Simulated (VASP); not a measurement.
**Zr12H (a cell with a defect): single point with PBE**

Crystal: Zr12H (a cell with a defect).

```xyz
13
Lattice="6.4600 0.0000 0.0000 -4.8450 8.3918 0.0000 0.0000 0.0000 5.1454" Properties=species:S:1:pos:R:3 pbc="T T T"
Zr   -0.0364   -0.0369   -0.0072
Zr   -0.0543    1.9321    2.6935
Zr   -1.5990    2.7708    0.0167
Zr   -1.7794    4.6339    2.5531
Zr   -3.2046    5.5619    0.0838
Zr   -3.2013    7.5720    2.5450
Zr    3.2081   -0.0459    0.1422
Zr    3.2544    1.8849    2.6037
Zr    1.6917    2.7044   -0.1437
Zr    1.6227    4.7713    2.6058
Zr   -0.0247    5.4823   -0.1739
Zr   -0.0460    7.5633    2.5854
H     1.4578    6.9557    1.2572
```

```json
{
 "Program": "VASP 6.6.1",
 "Task": "single point",
 "Functional": "PBE",
 "Potentials or basis": "VASP PAW PBE potentials, release 64 (Zr_sv, H)",
 "Cutoff": "520 eV",
 "k mesh": "3 × 2 × 3",
 "Occupations": "fermi-dirac, width 0.1 eV",
 "Spin": "no spin polarisation",
 "Dipole correction": "no",
 "Further INCAR settings": "ALGO = Normal; EDIFF = 1e-06; NBANDS = 84"
}
```

| Quantity | Value |
| --- | --- |
| Pressure | 2.3 GPa |
| Largest force | 1.496 eV/Å |

Forces on the atoms (eV/Å):
```
Zr   0.109  0.838 -0.675
Zr   0.245  0.263 -0.742
Zr  -0.080 -0.101  0.085
Zr   0.555  0.448  0.215
Zr   0.060 -0.026 -0.565
Zr  -0.326 -0.086  0.768
Zr   0.201  0.084 -0.947
Zr  -0.093 -0.084 -0.087
Zr  -0.178  0.412  0.899
Zr  -0.261 -0.369 -0.364
Zr  -0.305  0.103  0.461
Zr  -0.130 -0.256  0.118
H    0.202 -1.225  0.834
```

Stress tensor (GPa, compression positive):
```
 2.63 -0.30 -0.15
-0.30  1.13 -0.43
-0.15 -0.43  3.24
```

Levels at points of the mesh, in eV from the Fermi level:
```tsv
k point	band 70	band 71	band 72	band 73	band 74	band 75
(0.00, 0.00, 0.00)	-0.24	0.07	0.21	0.40	0.50	0.54
(0.00, 0.50, 0.00)	-0.11	-0.06	0.02	0.13	0.28	0.33
```

It took 7.1 min on 1 thread of AMD EPYC 7R43 64-Core Processor (Zen 3), on a shared host, peak memory 0.38 GiB.

Caveat: the k points lie up to 0.41 Å⁻¹ apart.
